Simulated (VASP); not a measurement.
# PbS (P-6m2) in VASP: notebook

Aim: see how the results for PbS move with the level of theory and the settings. Levels: PBE0, PBE-based screened hybrid with 25 % exact exchange. Tasks: relaxation of cell and atoms, single point.

Program: VASP 6.6.1. These are calculated values, not measurements. Logs are shortened: lines on timing, memory, paths and dates and some standing lists are left out, and cuts for length are marked.

## (1) The cell of the first run

It takes space group P-6m2 (No. 187, hexagonal). The conventional cell has a = 4.090 Å, b = 4.090 Å, c = 3.788 Å, α = 90.00°, β = 90.00°, γ = 120.00°. Pb (site symmetry -6m2) has 6 S at 3.03 Å and 8 Pb at 3.79 to 4.09 Å within 4.1 Å. Within 4.1 Å of S (site symmetry -6m2) lie 6 Pb at 3.03 Å and 8 S at 3.79 to 4.09 Å.

## (2) Relaxation of cell and atoms, PBE0

The input, POSCAR:

```
PbS
1.0
    4.0896976867      0.0000000000      0.0000000000
   -2.0448488433      3.5417820905      0.0000000000
    0.0000000000      0.0000000000      3.7881670000
Pb S
1 1
Direct
    0.0000000000      0.0000000000      0.0000000000
    0.6666666667      0.3333333333      0.5000000000
```

The input, INCAR.step1:

```
PREC = Accurate
ENCUT = 600
EDIFF = 1E-5
ISMEAR = -1
SIGMA = 0.05
LREAL = False
LASPH = True
NELM = 60
ALGO = Normal
LWAVE = True
LCHARG = False
GGA = PE
NBANDS = 17
```

The input, INCAR.step2:

```
PREC = Accurate
ENCUT = 600
EDIFF = 1E-7
ISMEAR = -1
SIGMA = 0.05
LREAL = False
LASPH = True
NELM = 60
ALGO = Normal
ISIF = 3
LWAVE = False
LCHARG = False
GGA = PE
LHFCALC = True
AEXX = 0.25
PRECFOCK = Normal
IBRION = 2
NSW = 60
EDIFFG = -0.01
ISTART = 1
```

The input, KPOINTS:

```
regular mesh
0
Gamma
  4 4 4
```

Potentials or basis: VASP PAW PBE potentials, release 64 (Pb_d, S).

Started as:

```
cat potpaw_PBE.64/Pb_d/POTCAR potpaw_PBE.64/S/POTCAR > POTCAR
cp INCAR.step1 INCAR
mpirun -np 1 vasp_std > vasp.out
cp INCAR.step2 INCAR
mpirun -np 1 vasp_std > vasp.out
```

OUTCAR:

```text
PREC = Accurate
   ENCUT = 600
   EDIFF = 1E-7
   ISMEAR = -1
   LREAL = False
   LASPH = True
   NELM = 60
   ISIF = 3
   GGA = PE
   LHFCALC = True
   AEXX = 0.25
   PRECFOCK = Normal
   IBRION = 2
   NSW = 60
   EDIFFG = -0.01
   ISTART = 1

 ion  position               nearest neighbor table
   1  0.000  0.000  0.000-   2 3.03   2 3.03   2 3.03   2 3.03   2 3.03   2 3.03
   2  0.667  0.333  0.500-   1 3.03   1 3.03   1 3.03   1 3.03   1 3.03   1 3.03

  LATTYP: Found a hexagonal cell.
 ALAT       =     4.0896976867
 C/A-ratio  =     0.9262706660

  Lattice vectors:

 A1 = (   4.0896976867,   0.0000000000,   0.0000000000)
 A2 = (  -2.0448488433,   3.5417820905,   0.0000000000)
 A3 = (   0.0000000000,   0.0000000000,   3.7881670000)

Analysis of symmetry for initial positions (statically):
=====================================================================
 Subroutine PRICEL returns:
 Original cell was already a primitive cell.

 Routine SETGRP: Setting up the symmetry group for a
 hexagonal supercell.

 Subroutine GETGRP returns: Found 12 space group operations
 (whereof 12 operations were pure point group operations)
 out of a pool of 24 trial point group operations.

The static configuration has the point symmetry D_3h.

Analysis of symmetry for dynamics (positions and initial velocities):
=====================================================================
 Subroutine PRICEL returns:
 Original cell was already a primitive cell.

 Routine SETGRP: Setting up the symmetry group for a
 hexagonal supercell.

 Subroutine GETGRP returns: Found 12 space group operations
 (whereof 12 operations were pure point group operations)
 out of a pool of 24 trial point group operations.

The dynamic configuration has the point symmetry D_3h.

 Subroutine INISYM returns: Found 12 space group operations
 (whereof 12 operations are pure point group operations),
 and found     1 'primitive' translations

----------------------------------------------------------------------------------------

                                     Primitive cell

  volume of cell :      54.8709

  direct lattice vectors                    reciprocal lattice vectors
     4.089697687  0.000000000  0.000000000     0.244516851  0.141171870  0.000000000
    -2.044848843  3.541782090  0.000000000     0.000000000  0.282343740  0.000000000
     0.000000000  0.000000000  3.788167000     0.000000000  0.000000000  0.263979914

  length of vectors
     4.089697687  4.089697687  3.788167000     0.282343740  0.282343740  0.263979914

  position of ions in fractional coordinates (direct lattice)
     0.000000000  0.000000000  0.000000000
     0.666666667  0.333333333  0.500000000

  ion indices of the primitive-cell ions
   primitive index   ion index
                 1           1
                 2           2

----------------------------------------------------------------------------------------

 KPOINTS: regular mesh

Automatic generation of k-mesh.
 Grid dimensions read from file:
 generate k-points for:    4    4    4

 Generating k-lattice:

  Cartesian coordinates                     Fractional coordinates (reciprocal lattice)
     0.061129213  0.035292967  0.000000000     0.250000000  0.000000000  0.000000000
     0.000000000  0.070585935  0.000000000     0.000000000  0.250000000  0.000000000
     0.000000000  0.000000000  0.065994979     0.000000000  0.000000000  0.250000000

  Length of vectors
     0.070585935  0.070585935  0.065994979

  Shift w.r.t. Gamma in fractional coordinates (k-lattice)
     0.000000000  0.000000000  0.000000000

 Subroutine IBZKPT returns following result:
 ===========================================

 Found     12 irreducible k-points:

 Following reciprocal coordinates:
            Coordinates               Weight
  0.000000  0.000000  0.000000      1.000000
  0.250000  0.000000  0.000000      6.000000
  0.500000  0.000000  0.000000      3.000000
  0.250000  0.250000  0.000000      6.000000
  0.000000  0.000000  0.250000      2.000000
  0.250000  0.000000  0.250000     12.000000
[... 32 lines left out ...]
   POTIM  = 0.5000    time-step for ionic-motion
   TEBEG  =    0.0;   TEEND  =   0.0 temperature during run
   PSTRESS=    0.0 pullay stress
   NELECT =      20.0000    total number of electrons
   NUPDOWN=      -1.0000    fix difference up-down
   EMIN   =  10.00;   EMAX   =-10.00  energy-range for DOS
   EFERMI =   0.00;   METHOD = LEGACY
   ISMEAR =    -1;   SIGMA  =   0.05  broadening in eV -4-tet -1-fermi 0-gaus
   EFERMI_NEDOS =   21; number of points for ismear=-14 and -15
   IALGO  =     38    algorithm
   IMIX   =      1    mixing-type and parameters
     AMIX     =   0.40;   BMIX     =  1.00
     AMIX_MAG =   1.60;   BMIX_MAG =  1.00
  volume/ion in A,a.u.               =      27.44       185.14
  Fermi-wavevector in a.u.,A,eV,Ry     =   1.169421  2.209885 18.606576  1.367545
  Thomas-Fermi vector in A             =   2.305894
   LORBIT       =      0    0 simple, 1 ext, 2 COOP (PROOUT), +10 PAW based schemes
   GGA     = PE    functional components
   LHFCALC =     T    Hartree Fock is set to
   PRECFOCK=normal    Normal, Fast or Accurate (Low or Medium for compatibility)
   ENCUT4O =  -1.0   cutoff for four orbital integrals eV
   NKREDX  =     1    reduce k-point grid by
   NKREDY  =     1    reduce k-point grid by
   NKREDZ  =     1    reduce k-point grid by
   AEXX    =    0.2500 exact exchange contribution
   HFSCREEN=    0.0000 screening length (either q_TF or 0.3 A-1)
   HFSCREENC=   0.0000 screening length for correlation (either q_TF or 0.3 A-1)
   ENCUTFOCK=  -1.0 apply spherical cutoff to Coloumb kernel
   IVDW    =     0    specifies the selected vdW correction
   LEPSILON=     F    determine dielectric tensor
   LRPA    =     F    only Hartree local field effects (RPA)
 conjugate gradient relaxation of ions
 non-spin polarized calculation
  energy-cutoff  :      600.00
  volume of cell :       54.87
 maximum number of plane-waves:      1864
 NGX is ok and might be reduce to    36
  NGX = 28; NGY = 28; NGZ = 24

--------------------------------------- Ionic step        1  -------------------------------------------

 number of electron      20.0000002 magnetization

 Free energy of the ion-electron system (eV)
  ---------------------------------------------------
  ext. energy  EPLUGINS =         0.00000000
  ---------------------------------------------------
  free energy    TOTEN  =       -11.18181328 eV

  energy without entropy =      -11.18181306  energy(sigma->0) =      -11.18181317

------------------------ aborting loop because EDIFF is reached ----------------------------------------

  FORCE on cell =-STRESS in cart. coord.  units (eV):
  Direction    XX          YY          ZZ          XY          YZ          ZX
  --------------------------------------------------------------------------------------
  -------------------------------------------------------------------------------------
  Total       -0.4607516     -0.4607516     -0.3684277     -0.0000000     -0.0000000      0.0000000
  in kB      -13.4534983    -13.4534983    -10.7577326     -0.0000000     -0.0000000      0.0000000
  external PRESSURE =     -12.5549097 kB  Pullay stress =       0.0000000 kB
[... 165 lines left out ...]
  energy  without entropy=      -11.1875365735  energy(sigma->0) =      -11.18753733

--------------------------------------- Ionic step        6  -------------------------------------------

 number of electron      20.0000000 magnetization

 Free energy of the ion-electron system (eV)
  ---------------------------------------------------
  ext. energy  EPLUGINS =         0.00000000
  ---------------------------------------------------
  free energy    TOTEN  =       -11.18759260 eV

  energy without entropy =      -11.18759128  energy(sigma->0) =      -11.18759194

 E-fermi :   5.4980     XC(G=0):  -7.5553

 val. band max:        4.9845672510   @ k =   0.0000   0.0000   0.5000
 cond. band min:       6.1010884403   @ k =   0.2500   0.2500   0.5000
 fundamental gap:      1.1165211893
 Fermi energy:         5.4980345318

 k-point     1 :       0.0000    0.0000    0.0000
  band No.  band energies     occupation
      1     -13.9204      2.00000
      2     -13.9114      2.00000
      3     -13.9114      2.00000
      4     -13.8017      2.00000
      5     -13.8017      2.00000
      6     -10.0839      2.00000
      7      -2.0618      2.00000
      8       2.0874      2.00000
      9       2.7685      2.00000
     10       2.7685      2.00000
     11       9.7292      0.00000
     12       9.7292      0.00000
     13      11.3523      0.00000
     14      13.1463      0.00000
[... 214 lines left out ...]
  FREE ENERGIE OF THE ION-ELECTRON SYSTEM (eV)
  ---------------------------------------------------
  free  energy   TOTEN  =       -11.1875925959 eV

  energy  without entropy=      -11.1875912774  energy(sigma->0) =      -11.18759194

 reached required accuracy - stopping structural energy minimisation
```

Wall time 73 min (1 thread of AMD EPYC 9R45 (Zen 5), shared host); peak memory 0.19 GiB.

Results:

```yaml
Free_energy: -11.1876 eV
Relaxed_volume: 26.74 Å³/atom
Relaxed_cell: a = 4.042 Å, b = 4.042 Å, c = 3.781 Å, α = 90.00°, β = 90.00°, γ = 120.00°
Space_group_after_relaxing_to_0.1_Å: P-6m2 (No. 187)
Energy_gained_by_relaxing: 2.9 meV/atom
Ionic_steps: 6
Pressure_after_relaxing: 0.0 GPa
Band_gap_on_the_k_mesh: 1.12 eV (least direct gap 2.00 eV)
```

The path:
| step | energy change (eV) | largest force (eV/Å) | pressure (GPa) | volume (Å³) |
| --- | --- | --- | --- | --- |
| 1 | 0.0000 | 0.0000 | -1.26 | 54.87 |
| 2 | -0.0047 | 0.0000 | 0.44 | 53.18 |
| 3 | -0.0052 | 0.0000 | 0.04 | 53.57 |
| 4 | -0.0057 | 0.0000 | 0.01 | 53.52 |
| 5 | -0.0057 | 0.0000 | -0.01 | 53.47 |
| 6 | -0.0058 | 0.0000 | 0.00 | 53.49 |

Final structure:
```xyz
2
Lattice="4.0418 0.0000 0.0000 -2.0209 3.5003 0.0000 0.0000 0.0000 3.7807" Properties=species:S:1:pos:R:3 pbc="T T T"
Pb    0.0000    0.0000    0.0000
S     2.0209    1.1668    1.8904
```

Levels at points of the mesh, in eV from the valence-band top:
| k point | band 6 | band 7 | band 8 | band 9 | band 10 | band 11 | band 12 | band 13 | band 14 |
| --- | --- | --- | --- | --- | --- | --- | --- | --- | --- |
| (0.00, 0.00, 0.00) | -15.07 | -7.05 | -2.90 | -2.22 | -2.22 | 4.74 | 4.74 | 6.37 | 8.16 |
| (0.50, 0.00, 0.00) | -13.83 | -9.53 | -3.38 | -2.08 | -1.73 | 2.92 | 5.10 | 6.52 | 6.83 |
| (0.00, 0.00, 0.50) | -13.85 | -10.21 | -1.58 | -1.58 | 0.00 | 2.00 | 5.23 | 5.23 | 9.63 |
| (0.50, 0.00, 0.50) | -13.09 | -8.21 | -4.99 | -4.85 | -1.96 | 3.24 | 3.93 | 3.98 | 9.90 |

Caveat: the k points lie up to 0.45 Å⁻¹ apart in the final cell; the PAW data sets were made with another functional, which shifts forces and pressure a little; spin-orbit coupling is left out, which moves the levels of the heavy elements.

## (3) Single point, PBE-based screened hybrid with 25 % exact exchange

POSCAR is that of step 2.

The input, INCAR.step1:

```
PREC     = Accurate       # precision mode
ENCUT    = 520            # plane-wave cutoff, eV
EDIFF    = 1E-5           # SCF threshold, eV
ISMEAR   = -1             # smearing method
SIGMA    = 0.05           # smearing width, eV
LREAL    = F              # projectors in reciprocal space
LASPH    = T              # aspherical terms in the spheres
NELM     = 60             # most SCF steps
ALGO     = Normal         # electronic algorithm
ISIF     = 2              # what is computed and relaxed
LWAVE    = T              # write WAVECAR
NBANDS   = 17             # bands
GGA      = PE             # functional
```

The input, INCAR.step2:

```
PREC     = Accurate       # precision mode
ENCUT    = 520            # plane-wave cutoff, eV
EDIFF    = 1E-7           # SCF threshold, eV
ISMEAR   = -1             # smearing method
SIGMA    = 0.05           # smearing width, eV
LREAL    = F              # projectors in reciprocal space
LASPH    = T              # aspherical terms in the spheres
NELM     = 60             # most SCF steps
ALGO     = Normal         # electronic algorithm
ISIF     = 2              # what is computed and relaxed
LWAVE    = F              # write WAVECAR
LCHARG   = T              # write CHGCAR
GGA      = PE             # functional
LHFCALC  = T              # exact exchange
AEXX     = 0.25           # exact-exchange fraction
HFSCREEN = 0.3            # screening, 1/A
PRECFOCK = Normal       
LELF     = T              # ELF
LVHAR    = T            
NBANDS   = 17             # bands
ISTART   = 1
```

The input, KPOINTS:

```
Automatic mesh
0
Gamma
  4 4 4
```

Potentials or basis: VASP PAW PBE potentials, release 64 (Pb_d, S).

Started as:

```
cat potpaw_PBE.64/Pb_d/POTCAR potpaw_PBE.64/S/POTCAR > POTCAR
cp INCAR.step1 INCAR
mpirun -np 1 vasp_std > vasp.out
cp INCAR.step2 INCAR
mpirun -np 1 vasp_std > vasp.out
```

Wall time 28 min (1 thread of Intel Xeon 8259CL, shared host); peak memory 0.29 GiB.

The run converged. Its results:

* Free energy: -9.7939 eV
* Pressure: -1.1 GPa
* Band gap on the k mesh: 0.51 eV (least direct gap 1.21 eV)

Stress tensor (GPa, compression positive):
```
-1.16  0.00  0.00
 0.00 -1.16  0.00
 0.00  0.00 -0.82
```

Levels at points of the mesh, in eV from the valence-band top:
```
           k point  band 7  band 8  band 9  band 10  band 11  band 12  band 13  band 14
(0.00, 0.00, 0.00)   -6.85   -2.50   -1.99    -1.99     3.90     3.90     5.69     7.19
(0.50, 0.00, 0.00)   -9.15   -3.07   -1.90    -1.44     2.24     4.39     5.83     5.89
(0.00, 0.00, 0.50)   -9.71   -1.36   -1.36     0.00     1.21     4.35     4.35     8.79
(0.50, 0.00, 0.50)   -7.89   -4.55   -4.46    -1.72     2.48     3.16     3.19     8.94
```

Caveat: the k points lie up to 0.44 Å⁻¹ apart; the PAW data sets were made with another functional, which shifts forces and pressure a little; spin-orbit coupling is left out, which moves the levels of the heavy elements. A k mesh can miss the band edges.

## (4) Single point, PBE-based screened hybrid with 25 % exact exchange

POSCAR is that of step 3.

The input, INCAR.step1:

```
SYSTEM = PbS
PREC = Accurate
ENCUT = 520
EDIFF = 1E-5
ISMEAR = -1
SIGMA = 0.05
LREAL = .False.
LASPH = .True.
NELM = 60
ALGO = Normal
ISIF = 2
LWAVE = .True.
NBANDS = 17
GGA = PE
```

The input, INCAR.step2:

```
SYSTEM = PbS
PREC = Accurate
ENCUT = 520
EDIFF = 1E-7
ISMEAR = -1
SIGMA = 0.05
LREAL = .False.
LASPH = .True.
NELM = 60
ALGO = Normal
ISIF = 2
LWAVE = .False.
LCHARG = .True.
GGA = PE
LHFCALC = .True.
AEXX = 0.25
HFSCREEN = 0.4
PRECFOCK = Normal
LELF = .True.
LVHAR = .True.
NBANDS = 17
ISTART = 1
```

The input, KPOINTS:

```
Automatic mesh
0
Gamma
  4 4 4
  0 0 0
```

Started as:

```
cat potpaw_PBE.64/Pb_d/POTCAR potpaw_PBE.64/S/POTCAR > POTCAR
cp INCAR.step1 INCAR
mpirun -np 1 vasp_std > vasp.out
cp INCAR.step2 INCAR
mpirun -np 1 vasp_std > vasp.out
```

Wall time 23 min (1 thread of Intel Xeon 8259CL, shared host); peak memory 0.29 GiB.

It converged, with:

```yaml
Free_energy: -9.5180 eV
Pressure: -0.9 GPa
Band_gap_on_the_k_mesh: 0.43 eV (least direct gap 1.12 eV)
```

Stress tensor (GPa, compression positive):
```
-1.08  0.00  0.00
 0.00 -1.08  0.00
 0.00  0.00 -0.67
```

Levels at points of the mesh, in eV from the valence-band top:
| k point | band 6 | band 7 | band 8 | band 9 | band 10 | band 11 | band 12 | band 13 | band 14 | band 15 |
| --- | --- | --- | --- | --- | --- | --- | --- | --- | --- | --- |
| (0.00, 0.00, 0.00) | -14.40 | -6.78 | -2.44 | -1.94 | -1.94 | 3.78 | 3.78 | 5.57 | 7.04 | 7.42 |
| (0.50, 0.00, 0.00) | -13.27 | -9.01 | -3.00 | -1.88 | -1.40 | 2.14 | 4.27 | 5.71 | 5.73 | 11.57 |
| (0.00, 0.00, 0.50) | -13.26 | -9.56 | -1.32 | -1.32 | 0.00 | 1.12 | 4.22 | 4.22 | 8.64 | 8.64 |
| (0.50, 0.00, 0.50) | -12.59 | -7.78 | -4.46 | -4.38 | -1.68 | 2.38 | 3.04 | 3.08 | 8.78 | 11.25 |

Caveat: the k points lie up to 0.44 Å⁻¹ apart; the PAW data sets were made with another functional, which shifts forces and pressure a little; spin-orbit coupling is left out, which moves the levels of the heavy elements. A k mesh can miss the band edges.

## (5) Single point, PBE-based screened hybrid with 25 % exact exchange

POSCAR is that of step 4.

The input, INCAR.step1:

```
SYSTEM = PbS
ALGO = Normal
EDIFF = 1E-5
ENCUT = 520
GGA = PE
ISIF = 2
ISMEAR = -1
LASPH = .True.
LCHARG = .False.
LREAL = .False.
LWAVE = .True.
NBANDS = 17
NELM = 80
PREC = Accurate
SIGMA = 0.05
```

The input, INCAR.step2:

```
SYSTEM = PbS
AEXX = 0.25
ALGO = Normal
EDIFF = 1E-6
ENCUT = 520
GGA = PE
HFSCREEN = 0.6
ISIF = 2
ISMEAR = -1
ISTART = 1
LASPH = .True.
LCHARG = .False.
LHFCALC = .True.
LREAL = .False.
LWAVE = .False.
NBANDS = 17
NELM = 80
PREC = Accurate
PRECFOCK = Normal
SIGMA = 0.05
```

The input, KPOINTS:

```
k-points
0
Gamma
  4 4 4
  0 0 0
```

Started as:

```
cat potpaw_PBE.64/Pb_d/POTCAR potpaw_PBE.64/S/POTCAR > POTCAR
cp INCAR.step1 INCAR
mpirun -np 1 vasp_std > vasp.out
cp INCAR.step2 INCAR
mpirun -np 1 vasp_std > vasp.out
```

Wall time 20 min (1 thread of Intel Xeon 8259CL, shared host); peak memory 0.29 GiB.

It converged, with:

| Property | Result |
| --- | --- |
| Free energy | -9.1437 eV |
| Pressure | -0.7 GPa |
| Band gap on the k mesh | 0.34 eV (least direct gap 1.00 eV) |

Stress tensor (GPa, compression positive):
```
-0.89  0.00  0.00
 0.00 -0.89  0.00
 0.00  0.00 -0.35
```

Levels at points of the mesh, in eV from the valence-band top:
| k point | band 8 | band 9 | band 10 | band 11 | band 12 | band 13 |
| --- | --- | --- | --- | --- | --- | --- |
| (0.00, 0.00, 0.00) | -2.35 | -1.86 | -1.86 | 3.63 | 3.63 | 5.43 |
| (0.50, 0.00, 0.00) | -2.90 | -1.86 | -1.34 | 2.04 | 4.12 | 5.54 |
| (0.00, 0.00, 0.50) | -1.25 | -1.25 | 0.00 | 1.00 | 4.07 | 4.07 |
| (0.50, 0.00, 0.50) | -4.32 | -4.26 | -1.60 | 2.26 | 2.92 | 2.95 |

Caveat: the k points lie up to 0.44 Å⁻¹ apart; the PAW data sets were made with another functional, which shifts forces and pressure a little; spin-orbit coupling is left out, which moves the levels of the heavy elements. A k mesh can miss the band edges.

## (6) Overview

| task | level | cell | cutoff (eV) | screening parameter | gap on the mesh (eV) | pressure (GPa) |
| --- | --- | --- | --- | --- | --- | --- |
| relaxation of cell and atoms | PBE0 | relaxed | 600 | - | 1.12 | 0.0 |
| single point | PBE-based screened hybrid with 25 % exact exchange | as given | 520 | 0.3 1/Å | 0.51 | -1.1 |
| single point | PBE-based screened hybrid with 25 % exact exchange | as given | 520 | 0.4 1/Å | 0.43 | -0.9 |
| single point | PBE-based screened hybrid with 25 % exact exchange | as given | 520 | 0.6 1/Å | 0.34 | -0.7 |

Alike in all rows: potentials or basis VASP PAW PBE potentials, release 64 (Pb_d, S); no spin polarisation; k mesh 4 × 4 × 4; smearing fermi-dirac 0.05 eV.

Caveats: all runs use coarse meshes; the PAW data sets were made with another functional, which shifts forces and pressure a little; spin-orbit coupling is left out, which moves the levels of the heavy elements.

Total energies depend on the potentials used, so only differences within one code and one set of settings carry meaning.
